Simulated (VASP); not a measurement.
Runs of VASP 6.6.1 on SiC. The structure is that of space group P6_3mc (No. 186), or close to it. The cells are those of the table. 

| cell | gap on the mesh (eV) | pressure (GPa) |
| --- | --- | --- |
| a = 3.056, b = 3.056, c = 4.991 Å, angles 90.0, 90.0, 120.0°, 4 atoms | 2.41 | 1.6 |
| a = 3.056, b = 3.056, c = 5.041 Å, angles 90.0, 90.0, 120.0°, 4 atoms | 2.35 | (a) |
| a = 3.072, b = 3.072, c = 5.041 Å, angles 90.0, 90.0, 120.0°, 4 atoms | 2.40 | -2.9 |
| a = 3.056, b = 3.063, c = 5.016 Å, angles 90.1, 90.3, 120.2°, 4 atoms | 2.34 | 0.4 |
| a = 3.056, b = 3.050, c = 5.016 Å, angles 89.9, 89.7, 119.8°, 4 atoms | 2.35 | 0.4 |
| a = 3.041, b = 3.041, c = 4.991 Å, angles 90.0, 90.0, 120.0°, 4 atoms | 2.35 | 4.0 |
| a = 3.056, b = 3.056, c = 5.016 Å, angles 90.0, 90.0, 120.0°, 4 atoms | (b) | 0.4 |

Alike in all rows: task single point; level LDA; potentials or basis VASP PAW LDA potentials, release 64 (Si, C); no spin polarisation; k mesh 8 × 8 × 4; cutoff (eV) 520; smearing gaussian 0.01 eV.

Estimate the missing entries.

(a) -0.7; (b) 2.38.

A k mesh can miss the band edges.
